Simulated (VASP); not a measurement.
Write the native input for VASP 6.6.1 that does the following.

```
Task                   : single point
Functional             : LDA
Potentials or basis    : VASP PAW LDA potentials, release 64 (Ti_sv, Al)
Cutoff                 : 520 eV
k mesh                 : 21 × 21 × 12
Occupations            : gaussian, width 0.15 eV
Spin                   : collinear spin
Starting moments       : [0.875, 0.0] μB
Fixed moment           : 0.875 μB
Dipole correction      : no
Further INCAR settings : ALGO = Normal; EDIFF = 1e-06; NBANDS = 18
```

The structure of TiAl lies in POSCAR:

```
TiAl
1.0
    2.8851007109      0.0000000000      0.0000000000
   -1.4425503555      2.4985705081      0.0000000000
    0.0000000000      0.0000000000      4.7093569155
Ti Al
1 1
Direct
    0.0000000000      0.0000000000      0.0000000000
    0.3333333333      0.6666666667      0.5000000000
```

The input as run:

INCAR

```
PREC     = Accurate       # precision mode
ENCUT    = 520            # plane-wave cutoff, eV
EDIFF    = 1E-6           # SCF threshold, eV
ISMEAR   = 0              # smearing method
SIGMA    = 0.15           # smearing width, eV
LREAL    = False          # projectors in reciprocal space
LASPH    = True           # aspherical terms in the spheres
NELM     = 150            # most SCF steps
ALGO     = Normal         # electronic algorithm
ISIF     = 2              # what is computed and relaxed
LWAVE    = False          # write WAVECAR
LCHARG   = False          # write CHGCAR
ISPIN    = 2              # spin polarisation
MAGMOM   = 0.875 0        # initial moments
LORBIT   = 11             # projections on sites
NUPDOWN  = 0.875          # fixed moment
LMAXMIX  = 4              # l up to which the mixer works
NBANDS   = 18             # bands
```

KPOINTS

```
Automatic mesh
0
Gamma
  21 21 12
```

Potentials or basis: VASP PAW LDA potentials, release 64 (Ti_sv, Al).

Launch:

```sh
$ cat potpaw_LDA.64/Ti_sv/POTCAR potpaw_LDA.64/Al/POTCAR > POTCAR
$ mpirun -np 1 vasp_std > vasp.out
```

Results of the run:

```
Pressure                                              : -7.2 GPa
Net moment                                            : 0.88 μB per cell
Site moments                                          : Ti +0.53; Al +0.02 μB
Valence electrons inside the program's atomic spheres : Ti 10.27; Al 0.81
```

Caveat: the cell stands under tension; the total moment is fixed, so each spin has its own Fermi level.

Run time: 9 min on 1 thread of Oxide Virtual Turin-like Processor, with other jobs on the host, peak memory 0.36 GiB.
